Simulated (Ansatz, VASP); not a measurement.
CdS: VASP beside Ansatz

```
CELL_PARAMETERS angstrom
4.19671 0.00000 0.00000
-2.09836 3.63446 0.00000
0.00000 0.00000 6.82742
ATOMIC_POSITIONS crystal
Cd 0.33333 0.66667 0.99920
Cd 0.66667 0.33333 0.49920
S 0.33333 0.66667 0.37580
S 0.66667 0.33333 0.87580
```

Alike in both runs: functional PBE; k mesh 6 × 6 × 4; occupations fermi-dirac, width 0.02 eV; no spin polarisation.

Ansatz relaxed the structure, and its values are those at the end. VASP's run is a single point on that final structure, the one shown.

|  | VASP | Ansatz |
| --- | --- | --- |
| version | VASP 6.6.1 | Ansatz 0.2.0 |
| potentials or method | VASP PAW PBE potentials, release 64 (Cd, S), cutoff 500 eV | plane waves, PAW |
| valence electrons in the cell | 36 | 52 |

```tsv
	VASP	Ansatz	Ansatz less VASP
pressure (GPa)	0.3	0.0	-0.28
```

VASP's potentials hold 36 valence electrons a cell and Ansatz's 52, so a difference there can come from the potentials and not from the codes.
